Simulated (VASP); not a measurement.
# Ta (Im-3m) in VASP: a series of runs

The runs below take Ta through single point, with r2SCAN.

Everything below comes from runs of VASP 6.6.1. Logs are shortened: lines on timing, memory, paths and dates and some standing lists are left out, and cuts for length are marked.

## 1. The cell of the first run

The structure is cubic, space group Im-3m (No. 229). Conventional cell: a = 2.850 Å, b = 2.850 Å, c = 2.850 Å, α = 90.00°, β = 90.00°, γ = 90.00°. Within 3.3 Å of Ta (site symmetry m-3m) lie 14 Ta at 2.47 to 2.85 Å.

## 2. Single point, r2SCAN (volume scaled by 0.64)

POSCAR

```
Ta
1.0
   -1.4249564083      1.4249564083      1.4249564083
    1.4249564083     -1.4249564083      1.4249564083
    1.4249564083      1.4249564083     -1.4249564083
Ta
1
Direct
    0.0000000000      0.0000000000      0.0000000000
```

INCAR.step1

```
SYSTEM = Ta
  PREC = Accurate
  ENCUT = 520
  ISMEAR = -1
  SIGMA = 0.1
  LREAL = .False.
  LASPH = .True.
  NELM = 100
  NBANDS = 12
  GGA = PE
  ALGO = Normal
  EDIFF = 1E-4
  LWAVE = .True.
  LCHARG = .False.
```

INCAR.step2

```
SYSTEM = Ta
  PREC = Accurate
  ENCUT = 520
  EDIFF = 1E-6
  ISMEAR = -1
  SIGMA = 0.1
  LREAL = .False.
  LASPH = .True.
  NELM = 100
  ALGO = Normal
  ISIF = 2
  LWAVE = .False.
  LCHARG = .False.
  METAGGA = R2SCAN
  LMIXTAU = .True.
  NBANDS = 12
  ISTART = 1
```

KPOINTS

```
regular mesh
0
Gamma
  16 16 16
  0 0 0
```

Potentials or basis: VASP PAW PBE potentials, release 64 (Ta_pv).

The run is started by

```console
cat potpaw_PBE.64/Ta_pv/POTCAR > POTCAR
cp INCAR.step1 INCAR
mpirun -np 1 vasp_std > vasp.out
cp INCAR.step2 INCAR
mpirun -np 1 vasp_std > vasp.out
```

OUTCAR:

```text
SYSTEM = Ta
   PREC = Accurate
   ENCUT = 520
   EDIFF = 1E-6
   ISMEAR = -1
   LREAL = .False.
   LASPH = .True.
   NELM = 100
   ISIF = 2
   METAGGA = R2SCAN
   ISTART = 1

 ion  position               nearest neighbor table
   1  0.000  0.000  0.000-

  LATTYP: Found a body centered cubic cell.
 ALAT       =     2.8499128166

  Lattice vectors:

 A1 = (  -1.4249564083,   1.4249564083,   1.4249564083)
 A2 = (   1.4249564083,  -1.4249564083,   1.4249564083)
 A3 = (   1.4249564083,   1.4249564083,  -1.4249564083)

Analysis of symmetry for initial positions (statically):
=====================================================================
 Subroutine PRICEL returns:
 Original cell was already a primitive cell.

 Routine SETGRP: Setting up the symmetry group for a
 body centered cubic supercell.

 Subroutine GETGRP returns: Found 48 space group operations
[... 9 lines left out ...]

 Routine SETGRP: Setting up the symmetry group for a
 body centered cubic supercell.

 Subroutine GETGRP returns: Found 48 space group operations
[... 11 lines left out ...]
                                     Primitive cell

  volume of cell :      11.5735

  direct lattice vectors                    reciprocal lattice vectors
    -1.424956408  1.424956408  1.424956408     0.000000000  0.350887927  0.350887927
     1.424956408 -1.424956408  1.424956408     0.350887927  0.000000000  0.350887927
     1.424956408  1.424956408 -1.424956408     0.350887927  0.350887927  0.000000000

  length of vectors
     2.468096898  2.468096898  2.468096898     0.496230465  0.496230465  0.496230465

  position of ions in fractional coordinates (direct lattice)
     0.000000000  0.000000000  0.000000000

  ion indices of the primitive-cell ions
   primitive index   ion index
                 1           1

----------------------------------------------------------------------------------------

 KPOINTS: regular mesh

Automatic generation of k-mesh.
 Grid dimensions read from file:
 generate k-points for:   16   16   16

 Generating k-lattice:

  Cartesian coordinates                     Fractional coordinates (reciprocal lattice)
     0.000000000  0.021930495  0.021930495     0.062500000  0.000000000  0.000000000
     0.021930495  0.000000000  0.021930495     0.000000000  0.062500000  0.000000000
     0.021930495  0.021930495  0.000000000     0.000000000  0.000000000  0.062500000

  Length of vectors
     0.031014404  0.031014404  0.031014404

  Shift w.r.t. Gamma in fractional coordinates (k-lattice)
     0.000000000  0.000000000  0.000000000

 Subroutine IBZKPT returns following result:
 ===========================================

 Found    145 irreducible k-points:

 Following reciprocal coordinates:
            Coordinates               Weight
  0.000000  0.000000  0.000000      1.000000
  0.062500  0.000000  0.000000     12.000000
  0.125000  0.000000  0.000000     12.000000
  0.187500  0.000000  0.000000     12.000000
  0.250000  0.000000  0.000000     12.000000
  0.312500  0.000000  0.000000     12.000000
[... 16 lines left out ...]
  0.187500  0.187500  0.000000     24.000000
  0.250000  0.187500  0.000000     48.000000
 [... further k-points ...]
   k-points           NKPTS =    145   k-points in BZ     NKDIM =    145   number of bands    NBANDS=     12
   number of dos      NEDOS =    301   number of ions     NIONS =      1
   total plane-waves  NPLWV =   5832
   dimension x,y,z NGX =    18 NGY =   18 NGZ =   18
   dimension x,y,z NGXF=    36 NGYF=   36 NGZF=   36
   ions per type =               1
   NGX,Y,Z   is equivalent  to a cutoff of  12.12, 12.12, 12.12 a.u.
   NGXF,Y,Z  is equivalent  to a cutoff of  24.25, 24.25, 24.25 a.u.
 SYSTEM =  Ta
   PREC   = accura    normal or accurate (medium, high low for compatibility)
   ISTART =      1    job   : 0-new  1-cont  2-samecut
   ICHARG =      0    charge: 1-file 2-atom 10-const
   ISPIN  =      1    spin polarized calculation?
   LNONCOLLINEAR =      F non collinear calculations
   LSORBIT =      F    spin-orbit coupling
   LASPH  =      T    aspherical Exc in radial PAW
   ENCUT  =  520.0 eV  38.22 Ry    6.18 a.u.   4.59  4.59  4.59*2*pi/ulx,y,z
   NELM   =    100;   NELMIN=  2; NELMDL=  0     # of ELM steps
   EDIFF  = 0.1E-05   stopping-criterion for ELM
   LREAL  =      F    real-space projection
   EDIFFG = 0.1E-04   stopping-criterion for IOM
   NSW    =      0    number of steps for IOM
   IBRION =     -1    ionic relax: 0-MD 1-quasi-New 2-CG
   NFREE  =      0    steps in history (QN), initial steepest desc. (CG)
   ISIF   =      2    stress and relaxation
   ISYM   =      2    0-nonsym 1-usesym 2-fastsym
   POTIM  = 0.5000    time-step for ionic-motion
   TEBEG  =    0.0;   TEEND  =   0.0 temperature during run
   PSTRESS=    0.0 pullay stress
   NELECT =      11.0000    total number of electrons
   NUPDOWN=      -1.0000    fix difference up-down
   EMIN   =  10.00;   EMAX   =-10.00  energy-range for DOS
   EFERMI =   0.00;   METHOD = LEGACY
   ISMEAR =    -1;   SIGMA  =   0.10  broadening in eV -4-tet -1-fermi 0-gaus
   EFERMI_NEDOS =   21; number of points for ismear=-14 and -15
   IALGO  =     38    algorithm
   IMIX   =      4    mixing-type and parameters
     AMIX     =   0.40;   BMIX     =  1.00
     AMIX_MAG =   1.60;   BMIX_MAG =  1.00
  volume/ion in A,a.u.               =      11.57        78.10
  Fermi-wavevector in a.u.,A,eV,Ry     =   1.609598  3.041700 35.250062  2.590806
  Thomas-Fermi vector in A             =   2.705283
   LORBIT       =      0    0 simple, 1 ext, 2 COOP (PROOUT), +10 PAW based schemes
   METAGGA = R2SCAN    functional components
   LHFCALC =     F    Hartree Fock is set to
   AEXX    =    0.0000 exact exchange contribution
   IVDW    =     0    specifies the selected vdW correction
   LEPSILON=     F    determine dielectric tensor
   LRPA    =     F    only Hartree local field effects (RPA)
 non-spin polarized calculation
  energy-cutoff  :      520.00
  volume of cell :       11.57
 maximum number of plane-waves:       327
   NGX =  9   NGY =  9   NGZ =  9

 number of electron      11.0000000 magnetization

 Free energy of the ion-electron system (eV)
  ---------------------------------------------------
  ext. energy  EPLUGINS =         0.00000000
  ---------------------------------------------------
  free energy    TOTEN  =       -45.64709544 eV

  energy without entropy =      -45.61825717  energy(sigma->0) =      -45.63267631

 E-fermi :   9.6792     XC(G=0): -16.5669

 val. band max:        9.6760209437   @ k =   0.1250   0.0000   0.0000
 cond. band min:       9.6966038302   @ k =   0.3125   0.2500   0.1250
 fundamental gap:      0.0205828866
 Fermi energy:         9.6792361087

 k-point     1 :       0.0000    0.0000    0.0000
  band No.  band energies     occupation
      1     -22.8126      2.00000
      2     -22.8126      2.00000
      3     -22.8126      2.00000
      4       0.0998      2.00000
      5       9.9779      0.09608
      6       9.9779      0.09607
      7       9.9779      0.09607
      8      15.2672      0.00000
      9      15.2672      0.00000
     10      23.7016      0.00000
     11      27.5580      0.00000
     12      27.5580      0.00000

 k-point     2 :       0.0625    0.0000    0.0000
  band No.  band energies     occupation
      1     -23.0291      2.00000
      2     -22.8703      2.00000
      3     -22.8162      2.00000
      4       0.4400      2.00000
      5       9.7548      0.63932
      6       9.9212      0.16340
      7      10.2969      0.00415
      8      14.8578      0.00000
      9      15.2508      0.00000
     10      23.7013      0.00000
     11      27.8789      0.00000
     12      28.0732      0.00000

 k-point     3 :       0.1250    0.0000    0.0000
  band No.  band energies     occupation
      1     -23.6182      2.00000
      2     -23.0317      2.00000
      3     -22.8265      2.00000
      4       1.3509      2.00000
      5       9.1675      1.98809
      6       9.6760      1.01607
      7      11.2363      0.00000
      8      14.1971      0.00000
      9      15.2387      0.00000
     10      23.7012      0.00000
     11      28.7224      0.00000
     12      29.5351      0.00000

 k-point     4 :       0.1875    0.0000    0.0000
  band No.  band energies     occupation
      1     -24.4356      2.00000
      2     -23.2657      2.00000
      3     -22.8421      2.00000
      4       2.4888      2.00000
      5       8.3920      1.99999
      6       9.2944      1.95826
      7      12.7460      0.00000
      8      14.0444      0.00000
      9      15.3127      0.00000
     10      23.7008      0.00000
     11      29.6298      0.00000
     12      31.7609      0.00000

 k-point     5 :       0.2500    0.0000    0.0000
  band No.  band energies     occupation
      1     -25.3209      2.00000
      2     -23.5310      2.00000
      3     -22.8609      2.00000
      4       3.2497      2.00000
      5       7.5934      2.00000
      6       9.4042      1.87983
      7      14.4727      0.00000
      8      14.7459      0.00000
      9      15.5463      0.00000
     10      23.7003      0.00000
     11      29.5803      0.00000
     12      34.5718      0.00000
[... 228 lines left out ...]
      1     -27.0316      2.00000
      2     -24.4080      2.00000
      3     -23.1526      2.00000
      4       3.3880      2.00000
      5       6.3568      2.00000
      6      12.0666      0.00000
      7      15.3378      0.00000
      8      17.9544      0.00000
      9      23.1095      0.00000
     10      23.6952      0.00000
     11      26.7507      0.00000
     12      30.5751      0.00000

 k-point    22 :       0.4375    0.1250    0.0000
  band No.  band energies     occupation
      1     -27.1487      2.00000
      2     -24.4715      2.00000
      3     -23.1587      2.00000
      4       3.2535      2.00000
      5       6.2704      2.00000
      6      12.6745      0.00000
      7      15.2420      0.00000
      8      18.3598      0.00000
      9      23.6939      0.00000
     10      24.0715      0.00000
     11      26.3509      0.00000
     12      29.8015      0.00000

 k-point    23 :       0.1875    0.1875    0.0000
  band No.  band energies     occupation
      1     -26.0223      2.00000
      2     -23.9654      2.00000
      3     -23.1795      2.00000
      4       4.6762      2.00000
      5       7.2108      2.00000
      6       8.5160      1.99998
      7      13.7454      0.00000
      8      17.1808      0.00000
      9      18.5714      0.00000
     10      23.6990      0.00000
     11      29.8431      0.00000
     12      32.4347      0.00000

 k-point    24 :       0.2500    0.1875    0.0000
  band No.  band energies     occupation
      1     -26.4455      2.00000
      2     -24.3533      2.00000
      3     -23.2459      2.00000
      4       4.6615      2.00000
      5       6.9080      2.00000
      6       9.3704      1.91279
      7      14.3165      0.00000
      8      17.4679      0.00000
      9      21.1275      0.00000
     10      23.6977      0.00000
     11      28.8385      0.00000
     12      32.8209      0.00000

 [... further k-points ...]
[... 5 lines left out ...]
  --------------------------------------------------------------------------------------
  -------------------------------------------------------------------------------------
  Total       14.8988218     14.8988218     14.8988218      0.0000000      0.0000000     -0.0000000
  in kB     2062.5181584   2062.5181584   2062.5181584      0.0000000      0.0000000     -0.0000000
  external PRESSURE =    2062.5181584 kB  Pullay stress =       0.0000000 kB

 VOLUME and BASIS-vectors are now :
 -----------------------------------------------------------------------------
  energy-cutoff  :      520.00
  volume of cell :       11.57
      direct lattice vectors                 reciprocal lattice vectors
    -1.424956408  1.424956408  1.424956408     0.000000000  0.350887927  0.350887927
     1.424956408 -1.424956408  1.424956408     0.350887927  0.000000000  0.350887927
     1.424956408  1.424956408 -1.424956408     0.350887927  0.350887927  0.000000000

 POSITION                                       TOTAL-FORCE (eV/Angst)
 -----------------------------------------------------------------------------------
      0.00000      0.00000      0.00000        -0.000000     -0.000000     -0.000000
 -----------------------------------------------------------------------------------
    total drift:                                0.000000     -0.000000      0.000000

  FREE ENERGIE OF THE ION-ELECTRON SYSTEM (eV)
  ---------------------------------------------------
  free  energy   TOTEN  =       -45.6470954425 eV

  energy  without entropy=      -45.6182571745  energy(sigma->0) =      -45.63267631
```

It took 2.4 min on 1 thread of AMD EPYC 7R13, shared host; peak memory 0.11 GiB.

What came out:

```
Free energy : -45.6471 eV
Pressure    : 206.3 GPa
```

Caveat: the PAW data sets were made with another functional, which shifts forces and pressure a little; spin-orbit coupling is left out, which moves the levels of the heavy elements.

## 3. Single point, r2SCAN (volume scaled by 0.72)

POSCAR

```
Ta
1.0
   -1.4820143867      1.4820143867      1.4820143867
    1.4820143867     -1.4820143867      1.4820143867
    1.4820143867      1.4820143867     -1.4820143867
Ta
1
Direct
    0.0000000000      0.0000000000      0.0000000000
```

INCAR.step1

```
PREC     = Accurate       # precision mode
ENCUT    = 520            # plane-wave cutoff, eV
ISMEAR   = -1             # smearing method
SIGMA    = 0.1            # smearing width, eV
LREAL    = False          # projectors in reciprocal space
LASPH    = True           # aspherical terms in the spheres
NELM     = 100            # most SCF steps
NBANDS   = 12             # bands
GGA      = PE             # functional
ALGO     = Normal         # electronic algorithm
EDIFF    = 1E-4           # SCF threshold, eV
LWAVE    = True           # write WAVECAR
LCHARG   = False          # write CHGCAR
```

INCAR.step2

```
PREC     = Accurate       # precision mode
ENCUT    = 520            # plane-wave cutoff, eV
EDIFF    = 1E-7           # SCF threshold, eV
ISMEAR   = -1             # smearing method
SIGMA    = 0.1            # smearing width, eV
LREAL    = False          # projectors in reciprocal space
LASPH    = True           # aspherical terms in the spheres
NELM     = 100            # most SCF steps
ALGO     = Normal         # electronic algorithm
ISIF     = 2              # what is computed and relaxed
LWAVE    = False          # write WAVECAR
LCHARG   = False          # write CHGCAR
METAGGA  = R2SCAN         # meta-GGA
LMIXTAU  = True         
NBANDS   = 12             # bands
ISTART   = 1
```

KPOINTS

```
regular mesh
0
Gamma
  16 16 16
```

Potentials or basis: VASP PAW PBE potentials, release 64 (Ta_pv).

The run is started by

```console
cat potpaw_PBE.64/Ta_pv/POTCAR > POTCAR
cp INCAR.step1 INCAR
mpirun -np 1 vasp_std > vasp.out
cp INCAR.step2 INCAR
mpirun -np 1 vasp_std > vasp.out
```

Wall time 2.7 min (1 thread of AMD EPYC 7R13, shared host); peak memory 0.11 GiB.

The run converged. Its results:

* Free energy: -47.1022 eV
* Pressure: 122.1 GPa

Levels at points of the mesh, in eV from the Fermi level:
| k point | band 2 | band 3 | band 4 | band 5 | band 6 | band 7 | band 8 | band 9 | band 10 | band 11 |
| --- | --- | --- | --- | --- | --- | --- | --- | --- | --- | --- |
| (0.00, 0.00, 0.00) | -32.89 | -32.89 | -9.35 | 0.60 | 0.60 | 0.60 | 5.36 | 5.36 | 13.61 | 17.36 |
| (0.50, 0.00, 0.00) | -33.89 | -32.95 | -6.41 | -2.97 | 3.87 | 5.63 | 7.10 | 11.76 | 13.61 | 14.14 |
| (0.50, 0.50, 0.50) | -35.07 | -35.07 | -6.56 | -6.56 | 10.09 | 10.09 | 10.09 | 12.89 | 12.89 | 12.89 |

Caveat: the PAW data sets were made with another functional, which shifts forces and pressure a little; spin-orbit coupling is left out, which moves the levels of the heavy elements.

## 4. Single point, r2SCAN (volume scaled by 0.8)

POSCAR

```
Ta
1.0
   -1.5349877589      1.5349877589      1.5349877589
    1.5349877589     -1.5349877589      1.5349877589
    1.5349877589      1.5349877589     -1.5349877589
Ta
1
Direct
    0.0000000000      0.0000000000      0.0000000000
```

INCAR.step1

```
SYSTEM = Ta
PREC     = Accurate       ! precision mode
ENCUT    = 520            ! plane-wave cutoff, eV
ISMEAR   = -1             ! smearing method
SIGMA    = 0.1            ! smearing width, eV
LREAL    = .FALSE.        ! projectors in reciprocal space
LASPH    = .TRUE.         ! aspherical terms in the spheres
NELM     = 60             ! most SCF steps
NBANDS   = 12             ! bands
GGA      = PE             ! functional
ALGO     = Normal         ! electronic algorithm
EDIFF    = 1E-4           ! SCF threshold, eV
LWAVE    = .TRUE.         ! write WAVECAR
LCHARG   = .FALSE.        ! write CHGCAR
```

INCAR.step2

```
SYSTEM = Ta
PREC     = Accurate       ! precision mode
ENCUT    = 520            ! plane-wave cutoff, eV
EDIFF    = 1E-6           ! SCF threshold, eV
ISMEAR   = -1             ! smearing method
SIGMA    = 0.1            ! smearing width, eV
LREAL    = .FALSE.        ! projectors in reciprocal space
LASPH    = .TRUE.         ! aspherical terms in the spheres
NELM     = 60             ! most SCF steps
ALGO     = Normal         ! electronic algorithm
ISIF     = 2              ! what is computed and relaxed
LWAVE    = .FALSE.        ! write WAVECAR
LCHARG   = .FALSE.        ! write CHGCAR
METAGGA  = R2SCAN         ! meta-GGA
LMIXTAU  = .TRUE.       
NBANDS   = 12             ! bands
ISTART   = 1
```

KPOINTS

```
Automatic mesh
0
G
  16 16 16
  0 0 0
```

The run is started by

```console
cat potpaw_PBE.64/Ta_pv/POTCAR > POTCAR
cp INCAR.step1 INCAR
mpirun -np 1 vasp_std > vasp.out
cp INCAR.step2 INCAR
mpirun -np 1 vasp_std > vasp.out
```

Run time: 2.3 min. Hardware: 1 thread of AMD EPYC 7R13, shared host; peak memory 0.12 GiB.

Results (log left out):

| Quantity | Value |
| --- | --- |
| Free energy | -47.9422 eV |
| Pressure | 68.0 GPa |

Levels at points of the mesh, in eV from the Fermi level:
```csv
k point,band 1,band 2,band 3,band 4,band 5,band 6,band 7,band 8,band 9,band 10
"(0.00, 0.00, 0.00)",-33.33,-33.32,-33.32,-9.11,0.72,0.72,0.72,5.04,5.04,13.14
"(0.50, 0.00, 0.00)",-35.77,-34.08,-33.36,-5.75,-2.43,2.87,5.14,6.47,10.45,13.14
"(0.50, 0.50, 0.50)",-34.96,-34.96,-34.96,-5.60,-5.60,9.05,9.05,9.05,11.44,11.44
```

Caveat: the PAW data sets were made with another functional, which shifts forces and pressure a little; spin-orbit coupling is left out, which moves the levels of the heavy elements.

## 5. The runs side by side

| cell | gap on the mesh (eV) | pressure (GPa) |
| --- | --- | --- |
| a = 2.468 Å, angles 109.5°, 1 atom | none | 206.3 |
| a = 2.567 Å, angles 109.5°, 1 atom | none | 122.1 |
| a = 2.659 Å, angles 109.5°, 1 atom | none | 68.0 |

Alike in all rows: task single point; level r2SCAN; potentials or basis VASP PAW PBE potentials, release 64 (Ta_pv); no spin polarisation; k mesh 16 × 16 × 16; cutoff (eV) 520; smearing fermi-dirac 0.1 eV.

Caveats: the PAW data sets were made with another functional, which shifts forces and pressure a little; spin-orbit coupling is left out, which moves the levels of the heavy elements.

Total energies depend on the potentials used, so only differences within one code and one set of settings carry meaning.
